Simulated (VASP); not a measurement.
# Rh (Fm-3m) in VASP: notebook

Runs on Rh. Level: r2SCAN. Tasks: single point.

All numbers are computed with VASP 6.6.1; they aren't measurements. Logs are shortened: lines on timing, memory, paths and dates and some standing lists are left out, and cuts for length are marked.

### 1 The cell of the first run

It takes space group Fm-3m (No. 225, cubic). The conventional cell has a = 3.787 Å, b = 3.787 Å, c = 3.787 Å, α = 90.00°, β = 90.00°, γ = 90.00°. Within 3.5 Å of Rh (site symmetry m-3m) lie 12 Rh at 2.68 Å.

### 2 Single point, r2SCAN

Contents of POSCAR:

```
Rh
1.0
    0.0000000000      1.8933790639      1.8933790639
    1.8933790639      0.0000000000      1.8933790639
    1.8933790639      1.8933790639      0.0000000000
Rh
1
Direct
    0.0000000000      0.0000000000      0.0000000000
```

Contents of INCAR.step1:

```
PREC     = Accurate       # precision mode
ENCUT    = 520            # plane-wave cutoff, eV
ISMEAR   = 0              # smearing method
SIGMA    = 0.1            # smearing width, eV
LREAL    = F              # projectors in reciprocal space
LASPH    = T              # aspherical terms in the spheres
NELM     = 60             # most SCF steps
NBANDS   = 14             # bands
GGA      = PE             # functional
ALGO     = Normal         # electronic algorithm
EDIFF    = 1E-4           # SCF threshold, eV
LWAVE    = T              # write WAVECAR
LCHARG   = F              # write CHGCAR
```

Contents of INCAR.step2:

```
PREC     = Accurate       # precision mode
ENCUT    = 520            # plane-wave cutoff, eV
EDIFF    = 1E-7           # SCF threshold, eV
ISMEAR   = 0              # smearing method
SIGMA    = 0.1            # smearing width, eV
LREAL    = F              # projectors in reciprocal space
LASPH    = T              # aspherical terms in the spheres
NELM     = 60             # most SCF steps
ALGO     = Normal         # electronic algorithm
ISIF     = 2              # what is computed and relaxed
LWAVE    = F              # write WAVECAR
LCHARG   = F              # write CHGCAR
METAGGA  = R2SCAN         # meta-GGA
LMIXTAU  = T            
NBANDS   = 14             # bands
ISTART   = 1
```

Contents of KPOINTS:

```
Automatic mesh
0
Gamma
  18 18 18
```

Potentials or basis: VASP PAW PBE potentials, release 64 (Rh_pv).

Command:

```console
> cat potpaw_PBE.64/Rh_pv/POTCAR > POTCAR
> cp INCAR.step1 INCAR
> mpirun -np 1 vasp_std > vasp.out
> cp INCAR.step2 INCAR
> mpirun -np 1 vasp_std > vasp.out
```

OUTCAR:

```text
PREC = Accurate
   ENCUT = 520
   EDIFF = 1E-7
   ISMEAR = 0
   LREAL = F
   LASPH = T
   NELM = 60
   ISIF = 2
   METAGGA = R2SCAN
   ISTART = 1

 ion  position               nearest neighbor table
   1  0.000  0.000  0.000-

  LATTYP: Found a face centered cubic cell.
 ALAT       =     3.7867581278

  Lattice vectors:

 A1 = (   0.0000000000,   1.8933790639,   1.8933790639)
 A2 = (   1.8933790639,   0.0000000000,   1.8933790639)
 A3 = (   1.8933790639,   1.8933790639,   0.0000000000)

Analysis of symmetry for initial positions (statically):
=====================================================================
 Subroutine PRICEL returns:
 Original cell was already a primitive cell.

 Routine SETGRP: Setting up the symmetry group for a
 face centered cubic supercell.

 Subroutine GETGRP returns: Found 48 space group operations
 (whereof 48 operations were pure point group operations)
 out of a pool of 48 trial point group operations.

The static configuration has the point symmetry O_h .

Analysis of symmetry for dynamics (positions and initial velocities):
=====================================================================
 Subroutine PRICEL returns:
 Original cell was already a primitive cell.

 Routine SETGRP: Setting up the symmetry group for a
 face centered cubic supercell.

 Subroutine GETGRP returns: Found 48 space group operations
 (whereof 48 operations were pure point group operations)
 out of a pool of 48 trial point group operations.

The dynamic configuration has the point symmetry O_h .

 Subroutine INISYM returns: Found 48 space group operations
 (whereof 48 operations are pure point group operations),
 and found     1 'primitive' translations

----------------------------------------------------------------------------------------

                                     Primitive cell

  volume of cell :      13.5751

  direct lattice vectors                    reciprocal lattice vectors
     0.000000000  1.893379064  1.893379064    -0.264078129  0.264078129  0.264078129
     1.893379064  0.000000000  1.893379064     0.264078129 -0.264078129  0.264078129
     1.893379064  1.893379064  0.000000000     0.264078129  0.264078129 -0.264078129

  length of vectors
     2.677642351  2.677642351  2.677642351     0.457396736  0.457396736  0.457396736

  position of ions in fractional coordinates (direct lattice)
     0.000000000  0.000000000  0.000000000

  ion indices of the primitive-cell ions
   primitive index   ion index
                 1           1

----------------------------------------------------------------------------------------

 KPOINTS: Automatic mesh

Automatic generation of k-mesh.
 Grid dimensions read from file:
 generate k-points for:   18   18   18

 Generating k-lattice:

  Cartesian coordinates                     Fractional coordinates (reciprocal lattice)
    -0.014671007  0.014671007  0.014671007     0.055555556  0.000000000  0.000000000
     0.014671007 -0.014671007  0.014671007     0.000000000  0.055555556  0.000000000
     0.014671007  0.014671007 -0.014671007     0.000000000  0.000000000  0.055555556

  Length of vectors
     0.025410930  0.025410930  0.025410930

  Shift w.r.t. Gamma in fractional coordinates (k-lattice)
     0.000000000  0.000000000  0.000000000

 Subroutine IBZKPT returns following result:
 ===========================================

 Found    195 irreducible k-points:

 Following reciprocal coordinates:
            Coordinates               Weight
  0.000000  0.000000  0.000000      1.000000
  0.055556  0.000000  0.000000      8.000000
  0.111111  0.000000  0.000000      8.000000
  0.166667  0.000000  0.000000      8.000000
  0.222222  0.000000  0.000000      8.000000
  0.277778  0.000000  0.000000      8.000000
[... 16 lines left out ...]
 -0.277778  0.055556  0.000000     24.000000
 -0.222222  0.055556  0.000000     24.000000
 [... further k-points ...]
   k-points           NKPTS =    195   k-points in BZ     NKDIM =    195   number of bands    NBANDS=     14
   number of dos      NEDOS =    301   number of ions     NIONS =      1
   total plane-waves  NPLWV =   8000
   dimension x,y,z NGX =    20 NGY =   20 NGZ =   20
   dimension x,y,z NGXF=    40 NGYF=   40 NGZF=   40
   ions per type =               1
   NGX,Y,Z   is equivalent  to a cutoff of  12.42, 12.42, 12.42 a.u.
   NGXF,Y,Z  is equivalent  to a cutoff of  24.83, 24.83, 24.83 a.u.
 SYSTEM =  unknown system
   PREC   = accura    normal or accurate (medium, high low for compatibility)
   ISTART =      1    job   : 0-new  1-cont  2-samecut
   ICHARG =      0    charge: 1-file 2-atom 10-const
   ISPIN  =      1    spin polarized calculation?
   LNONCOLLINEAR =      F non collinear calculations
   LSORBIT =      F    spin-orbit coupling
   LASPH  =      T    aspherical Exc in radial PAW
   ENCUT  =  520.0 eV  38.22 Ry    6.18 a.u.   4.98  4.98  4.98*2*pi/ulx,y,z
   NELM   =     60;   NELMIN=  2; NELMDL=  0     # of ELM steps
   EDIFF  = 0.1E-06   stopping-criterion for ELM
   LREAL  =      F    real-space projection
   EDIFFG = 0.1E-05   stopping-criterion for IOM
   NSW    =      0    number of steps for IOM
   IBRION =     -1    ionic relax: 0-MD 1-quasi-New 2-CG
   NFREE  =      0    steps in history (QN), initial steepest desc. (CG)
   ISIF   =      2    stress and relaxation
   ISYM   =      2    0-nonsym 1-usesym 2-fastsym
   POTIM  = 0.5000    time-step for ionic-motion
   TEBEG  =    0.0;   TEEND  =   0.0 temperature during run
   PSTRESS=    0.0 pullay stress
   NELECT =      15.0000    total number of electrons
   NUPDOWN=      -1.0000    fix difference up-down
   EMIN   =  10.00;   EMAX   =-10.00  energy-range for DOS
   EFERMI =   0.00;   METHOD = LEGACY
   ISMEAR =     0;   SIGMA  =   0.10  broadening in eV -4-tet -1-fermi 0-gaus
   EFERMI_NEDOS =   21; number of points for ismear=-14 and -15
   IALGO  =     38    algorithm
   IMIX   =      4    mixing-type and parameters
     AMIX     =   0.40;   BMIX     =  1.00
     AMIX_MAG =   1.60;   BMIX_MAG =  1.00
  volume/ion in A,a.u.               =      13.58        91.61
  Fermi-wavevector in a.u.,A,eV,Ry     =   1.692483  3.198329 38.973877  2.864499
  Thomas-Fermi vector in A             =   2.774061
   LORBIT       =      0    0 simple, 1 ext, 2 COOP (PROOUT), +10 PAW based schemes
   METAGGA = R2SCAN    functional components
   LHFCALC =     F    Hartree Fock is set to
   AEXX    =    0.0000 exact exchange contribution
   IVDW    =     0    specifies the selected vdW correction
   LEPSILON=     F    determine dielectric tensor
   LRPA    =     F    only Hartree local field effects (RPA)
 non-spin polarized calculation
 Gauss-broadening in eV      SIGMA  =   0.10
  energy-cutoff  :      520.00
  volume of cell :       13.58
 maximum number of plane-waves:       376
   NGX =  9   NGY =  9   NGZ =  9

 number of electron      15.0000007 magnetization

 Free energy of the ion-electron system (eV)
  ---------------------------------------------------
  ext. energy  EPLUGINS =         0.00000000
  ---------------------------------------------------
  free energy    TOTEN  =       -24.13731556 eV

  energy without entropy =      -24.13066533  energy(sigma->0) =      -24.13399044

 E-fermi :  11.9741     XC(G=0): -15.3027

 val. band max:       11.9728597111   @ k =   0.5000   0.2222   0.1111
 cond. band min:      11.9887999177   @ k =   0.5000   0.3889   0.0000
 fundamental gap:      0.0159402066
 Fermi energy:        11.9740920318

 k-point     1 :       0.0000    0.0000    0.0000
  band No.  band energies     occupation
      1     -35.8474      2.00000
      2     -35.8473      2.00000
      3     -35.8473      2.00000
      4       3.6903      2.00000
      5       8.7298      2.00000
      6       8.7298      2.00000
      7       8.7298      2.00000
      8      10.8739      2.00000
      9      10.8739      2.00000
     10      28.6746      0.00000
     11      29.3260      0.00000
     12      34.5017      0.00000
     13      34.5017      0.00000
     14      34.5017      0.00000

 k-point     2 :       0.0556    0.0000    0.0000
  band No.  band energies     occupation
      1     -35.8731      2.00000
      2     -35.8508      2.00000
      3     -35.8508      2.00000
      4       3.8224      2.00000
      5       8.6704      2.00000
      6       8.7816      2.00000
      7       8.7816      2.00000
      8      10.8449      2.00000
      9      10.8449      2.00000
     10      28.8663      0.00000
     11      29.3260      0.00000
     12      33.7813      0.00000
     13      34.6935      0.00000
     14      34.6935      0.00000

 k-point     3 :       0.1111    0.0000    0.0000
  band No.  band energies     occupation
      1     -35.9468      2.00000
      2     -35.8607      2.00000
      3     -35.8607      2.00000
      4       4.2007      2.00000
      5       8.5228      2.00000
      6       8.9165      2.00000
      7       8.9165      2.00000
      8      10.7830      2.00000
      9      10.7830      2.00000
     10      29.3255      0.00000
     11      29.3788      0.00000
     12      32.2737      0.00000
     13      35.2500      0.00000
     14      35.2500      0.00000

 k-point     4 :       0.1667    0.0000    0.0000
  band No.  band energies     occupation
      1     -36.0588      2.00000
      2     -35.8758      2.00000
      3     -35.8758      2.00000
      4       4.7573      2.00000
      5       8.3837      2.00000
      6       9.0646      2.00000
      7       9.0646      2.00000
      8      10.7689      2.00000
      9      10.7689      2.00000
     10      29.3248      0.00000
     11      29.9674      0.00000
     12      30.6259      0.00000
     13      36.1139      0.00000
     14      36.1139      0.00000

 k-point     5 :       0.2222    0.0000    0.0000
  band No.  band energies     occupation
      1     -36.1945      2.00000
      2     -35.8944      2.00000
      3     -35.8943      2.00000
      4       5.3306      2.00000
      5       8.4435      2.00000
      6       9.1192      2.00000
      7       9.1192      2.00000
      8      10.9166      2.00000
      9      10.9166      2.00000
     10      28.8009      0.00000
     11      29.3271      0.00000
[... 276 lines left out ...]
 k-point    22 :      -0.3333    0.0556    0.0000
  band No.  band energies     occupation
      1     -36.5041      2.00000
      2     -35.9648      2.00000
      3     -35.9319      2.00000
      4       5.8036      2.00000
      5       8.7939      2.00000
      6       8.9029      2.00000
      7      10.0292      2.00000
      8      11.5972      2.00000
      9      12.4950      0.00000
     10      24.5631      0.00000
     11      29.3255      0.00000
     12      29.3696      0.00000
     13      34.9307      0.00000
     14      36.9992      0.00000

 k-point    23 :      -0.2778    0.0556    0.0000
  band No.  band energies     occupation
      1     -36.3820      2.00000
      2     -35.9483      2.00000
      3     -35.9124      2.00000
      4       5.8253      2.00000
      5       8.8839      2.00000
      6       9.0615      2.00000
      7       9.1258      2.00000
      8      11.0962      2.00000
      9      11.9072      1.65560
     10      26.4702      0.00000
     11      29.3260      0.00000
     12      30.0591      0.00000
     13      35.8216      0.00000
     14      38.3538      0.00000

 k-point    24 :      -0.2222    0.0556    0.0000
  band No.  band energies     occupation
      1     -36.2448      2.00000
      2     -35.9281      2.00000
      3     -35.8923      2.00000
      4       5.5931      2.00000
      5       8.3908      2.00000
      6       9.1295      2.00000
      7       9.1825      2.00000
      8      10.6909      2.00000
      9      11.4166      2.00000
     10      28.2953      0.00000
     11      29.3263      0.00000
     12      30.5062      0.00000
     13      36.0758      0.00000
     14      38.0167      0.00000

 [... further k-points ...]

------------------------ aborting loop because EDIFF is reached ----------------------------------------

  FORCE on cell =-STRESS in cart. coord.  units (eV):
  Direction    XX          YY          ZZ          XY          YZ          ZX
  --------------------------------------------------------------------------------------
  -------------------------------------------------------------------------------------
  Total        0.3638255      0.3638255      0.3638255      0.0000000     -0.0000000     -0.0000000
  in kB       42.9399005     42.9399005     42.9399005      0.0000000     -0.0000000     -0.0000000
  external PRESSURE =      42.9399005 kB  Pullay stress =       0.0000000 kB

 VOLUME and BASIS-vectors are now :
 -----------------------------------------------------------------------------
  energy-cutoff  :      520.00
  volume of cell :       13.58
      direct lattice vectors                 reciprocal lattice vectors
     0.000000000  1.893379064  1.893379064    -0.264078129  0.264078129  0.264078129
     1.893379064  0.000000000  1.893379064     0.264078129 -0.264078129  0.264078129
     1.893379064  1.893379064  0.000000000     0.264078129  0.264078129 -0.264078129

 POSITION                                       TOTAL-FORCE (eV/Angst)
 -----------------------------------------------------------------------------------
      0.00000      0.00000      0.00000         0.000000      0.000000     -0.000000
 -----------------------------------------------------------------------------------
    total drift:                               -0.000000     -0.000000     -0.000000

  FREE ENERGIE OF THE ION-ELECTRON SYSTEM (eV)
  ---------------------------------------------------
  free  energy   TOTEN  =       -24.1373155560 eV

  energy  without entropy=      -24.1306653263  energy(sigma->0) =      -24.13399044
```

Run time: 6 min. Hardware: 1 thread of AMD EPYC, shared host; peak memory 0.12 GiB.

Results:

```yaml
Free_energy: -24.1373 eV
Pressure: 4.3 GPa
Band_gap_on_the_k_mesh: zero (an odd number of electrons rules out a gap without spin polarisation)
```

Caveat: the cell stands under pressure; an empty level that is flat over the whole mesh can mark a ghost state of the potentials, or a narrow d or f band; the PAW data sets were made with another functional, which shifts forces and pressure a little.

[end of part 1 of 2]
